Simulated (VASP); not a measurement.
# RbBr (Fm-3m) in VASP: notebook, part 3 of 3

VASP 6.6.1.

## 6. Electric field gradients, LDA (42.51 Å³/atom)

This run uses another cell than the first one, of 42.51 Å³/atom.

The input, INCAR:

```
SYSTEM = RbBr
  PREC = Accurate
  ENCUT = 520
  EDIFF = 1E-8
  ISMEAR = -1
  SIGMA = 0.03
  LREAL = .False.
  LASPH = .True.
  NELM = 80
  ALGO = Normal
  ISIF = 2
  LWAVE = .False.
  LCHARG = .False.
  GGA = CA
  LEFG = .True.
  NBANDS = 15
```

The input, KPOINTS:

```
Automatic mesh
0
Gamma
  6 6 6
  0 0 0
```

The input, POSCAR:

```
RbBr
1.0
    0.0000000000      3.4901699152      3.4901699152
    3.4901699152      0.0000000000      3.4901699152
    3.4901699152      3.4901699152      0.0000000000
Rb Br
1 1
Direct
    0.0000000000      0.0000000000      0.0000000000
    0.5000000000      0.5000000000      0.5000000000
```

Potentials or basis: VASP PAW LDA potentials, release 64 (Rb_sv, Br).

Command:

```sh
cat potpaw_LDA.64/Rb_sv/POTCAR potpaw_LDA.64/Br/POTCAR > POTCAR
mpirun -np 1 vasp_std > vasp.out
```

OUTCAR:

```text
SYSTEM = RbBr
   PREC = Accurate
   ENCUT = 520
   EDIFF = 1E-8
   ISMEAR = -1
   LREAL = .False.
   LASPH = .True.
   NELM = 80
   ISIF = 2
   GGA = CA

 ion  position               nearest neighbor table
   1  0.000  0.000  0.000-   2 3.49   2 3.49   2 3.49   2 3.49   2 3.49   2 3.49
   2  0.500  0.500  0.500-   1 3.49   1 3.49   1 3.49   1 3.49   1 3.49   1 3.49

  LATTYP: Found a face centered cubic cell.
 ALAT       =     6.9803398304

  Lattice vectors:

 A1 = (   0.0000000000,   3.4901699152,   3.4901699152)
 A2 = (   3.4901699152,   0.0000000000,   3.4901699152)
 A3 = (   3.4901699152,   3.4901699152,   0.0000000000)

Analysis of symmetry for initial positions (statically):
=====================================================================
 Subroutine PRICEL returns:
 Original cell was already a primitive cell.

 Routine SETGRP: Setting up the symmetry group for a
 face centered cubic supercell.

 Subroutine GETGRP returns: Found 48 space group operations
 (whereof 48 operations were pure point group operations)
 out of a pool of 48 trial point group operations.

The static configuration has the point symmetry O_h .

Analysis of symmetry for dynamics (positions and initial velocities):
=====================================================================
 Subroutine PRICEL returns:
 Original cell was already a primitive cell.

 Routine SETGRP: Setting up the symmetry group for a
 face centered cubic supercell.

 Subroutine GETGRP returns: Found 48 space group operations
 (whereof 48 operations were pure point group operations)
 out of a pool of 48 trial point group operations.

The dynamic configuration has the point symmetry O_h .

 Subroutine INISYM returns: Found 48 space group operations
 (whereof 48 operations are pure point group operations),
 and found     1 'primitive' translations

----------------------------------------------------------------------------------------

                                     Primitive cell

  volume of cell :      85.0295

  direct lattice vectors                    reciprocal lattice vectors
     0.000000000  3.490169915  3.490169915    -0.143259501  0.143259501  0.143259501
     3.490169915  0.000000000  3.490169915     0.143259501 -0.143259501  0.143259501
     3.490169915  3.490169915  0.000000000     0.143259501  0.143259501 -0.143259501

  length of vectors
     4.935845629  4.935845629  4.935845629     0.248132734  0.248132734  0.248132734

  position of ions in fractional coordinates (direct lattice)
     0.000000000  0.000000000  0.000000000
     0.500000000  0.500000000  0.500000000

  ion indices of the primitive-cell ions
   primitive index   ion index
                 1           1
                 2           2

----------------------------------------------------------------------------------------

 KPOINTS: Automatic mesh

Automatic generation of k-mesh.
 Grid dimensions read from file:
 generate k-points for:    6    6    6

[... 71 lines left out ...]
   IALGO  =     38    algorithm
   IMIX   =      4    mixing-type and parameters
     AMIX     =   0.40;   BMIX     =  1.00
     AMIX_MAG =   1.60;   BMIX_MAG =  1.00
  volume/ion in A,a.u.               =      42.51       286.90
  Fermi-wavevector in a.u.,A,eV,Ry     =   0.938120  1.772789 11.974060  0.880069
  Thomas-Fermi vector in A             =   2.065299
   LORBIT       =      0    0 simple, 1 ext, 2 COOP (PROOUT), +10 PAW based schemes
   GGA     = CA    functional components
   LHFCALC =     F    Hartree Fock is set to
   AEXX    =    0.0000 exact exchange contribution
   IVDW    =     0    specifies the selected vdW correction
   LEPSILON=     F    determine dielectric tensor
   LRPA    =     F    only Hartree local field effects (RPA)
 non-spin polarized calculation
  energy-cutoff  :      520.00
  volume of cell :       85.03
 maximum number of plane-waves:      2301
 NGX is ok and might be reduce to    40
   NGX = 19   NGY = 19   NGZ = 19

 number of electron      15.9999998 magnetization

 Free energy of the ion-electron system (eV)
  ---------------------------------------------------
  ext. energy  EPLUGINS =         0.00000000
  ---------------------------------------------------
  free energy    TOTEN  =        -6.65247075 eV

  energy without entropy =       -6.65247075  energy(sigma->0) =       -6.65247075

 E-fermi :  -1.5119     XC(G=0):  -7.5231

 val. band max:       -2.1586060128   @ k =   0.0000   0.0000   0.0000
 cond. band min:       1.6755878297   @ k =   0.0000   0.0000   0.0000
 fundamental gap:      3.8341938425
 Fermi energy:        -1.5118860074

 k-point     1 :       0.0000    0.0000    0.0000
  band No.  band energies     occupation
      1     -26.5434      2.00000
      2     -14.3166      2.00000
      3     -10.6802      2.00000
      4     -10.6802      2.00000
      5     -10.6802      2.00000
      6      -2.1586      2.00000
      7      -2.1586      2.00000
      8      -2.1586      2.00000
      9       1.6756      0.00000
     10       4.8533      0.00000
     11       4.8533      0.00000
     12       4.8533      0.00000
     13       5.7570      0.00000
     14       5.7570      0.00000
[... 257 lines left out ...]
      2     -14.2846      2.00000
      3     -10.8155      2.00000
      4     -10.7672      2.00000
      5     -10.6880      2.00000
      6      -2.5846      2.00000
      7      -2.5542      2.00000
      8      -2.4270      2.00000
      9       3.8513      0.00000
     10       5.1634      0.00000
     11       5.3803      0.00000
     12       6.3222      0.00000
     13       7.4870      0.00000
     14       8.3418      0.00000
     15       8.6446      0.00000

------------------------ aborting loop because EDIFF is reached ----------------------------------------

  FORCE on cell =-STRESS in cart. coord.  units (eV):
  Direction    XX          YY          ZZ          XY          YZ          ZX
  --------------------------------------------------------------------------------------
  -------------------------------------------------------------------------------------
  Total       -0.9264387     -0.9264387     -0.9264387      0.0000000     -0.0000000      0.0000000
  in kB      -17.4565158    -17.4565158    -17.4565158      0.0000000     -0.0000000      0.0000000
  external PRESSURE =     -17.4565158 kB  Pullay stress =       0.0000000 kB

 VOLUME and BASIS-vectors are now :
 -----------------------------------------------------------------------------
  energy-cutoff  :      520.00
  volume of cell :       85.03
      direct lattice vectors                 reciprocal lattice vectors
     0.000000000  3.490169915  3.490169915    -0.143259501  0.143259501  0.143259501
     3.490169915  0.000000000  3.490169915     0.143259501 -0.143259501  0.143259501
     3.490169915  3.490169915  0.000000000     0.143259501  0.143259501 -0.143259501

 POSITION                                       TOTAL-FORCE (eV/Angst)
 -----------------------------------------------------------------------------------
      0.00000      0.00000      0.00000        -0.000000      0.000000      0.000000
      3.49017      3.49017      3.49017         0.000000      0.000000     -0.000000
 -----------------------------------------------------------------------------------
    total drift:                                0.000000     -0.000000     -0.000000

  FREE ENERGIE OF THE ION-ELECTRON SYSTEM (eV)
  ---------------------------------------------------
  free  energy   TOTEN  =        -6.6524707459 eV

  energy  without entropy=       -6.6524707459  energy(sigma->0) =       -6.65247075

 Electric field gradients (V/A^2)
---------------------------------------------------------------------
 ion       V_xx      V_yy      V_zz      V_xy      V_xz      V_yz
---------------------------------------------------------------------
   1      -0.000    -0.000    -0.000     0.000     0.000     0.000
   2       0.000    -0.000     0.000    -0.001    -0.001    -0.001
---------------------------------------------------------------------

 Electric field gradients after diagonalization (V/A^2)
 (convention: |V_zz| > |V_xx| > |V_yy|)
----------------------------------------------------------------------
 ion       V_xx      V_yy      V_zz     asymmetry (V_yy - V_xx)/ V_zz
----------------------------------------------------------------------
   1      -0.000    -0.000     0.000       0.000
   2       0.001     0.001    -0.001       0.000
----------------------------------------------------------------------

           NMR quadrupolar parameters

 Cq : quadrupolar parameter    Cq=e*Q*V_zz/h
 eta: asymmetry parameters     (V_yy - V_xx)/ V_zz
 Q  : nuclear electric quadrupole moment in mb (millibarn)
----------------------------------------------------------------------
 ion       Cq(MHz)       eta       Q (mb)
----------------------------------------------------------------------
   1       0.000       0.000       1.000
   2      -0.000       0.000       1.000
----------------------------------------------------------------------
```

stdout:

```text
POSCAR found type information on POSCAR RbBr
 POSCAR found :  2 types and       2 ions
 scaLAPACK will be used
 LDA part: xc-table for (Slater(with rela. corr.)+CA(PZ))
 , standard interpolation
 POSCAR, INCAR and KPOINTS ok, starting setup
 FFT: planning ... GRIDC
 FFT: planning ... GRID_SOFT
 FFT: planning ... GRID
 WAVECAR not read
 entering main loop
ion   1

ion   2
```

Run time: 72 s. Hardware: 1 thread of Intel Xeon 8259CL, shared host; peak memory 0.2 GiB.

What came out:

- Free energy: -6.6525 eV
- Pressure: -1.7 GPa
- Band gap on the k mesh: 3.83 eV
- Largest electric field gradient by atom: zero within the noise of the run

## 7. Summary

```tsv
cell	gap on the mesh (eV)	pressure (GPa)
a = 4.789 Å, angles 60.0°, 2 atoms	4.05	-0.7
a = 4.838 Å, angles 60.0°, 2 atoms	3.97	-1.1
a = 4.887 Å, angles 60.0°, 2 atoms	3.90	-1.5
a = 4.936 Å, angles 60.0°, 2 atoms	3.83	-1.7
```

Alike in all rows: task electric field gradients; level LDA; potentials or basis VASP PAW LDA potentials, release 64 (Rb_sv, Br); no spin polarisation; k mesh 6 × 6 × 6; cutoff (eV) 520; smearing fermi-dirac 0.03 eV.

Total energies depend on the potentials used, so only differences within one code and one set of settings carry meaning.
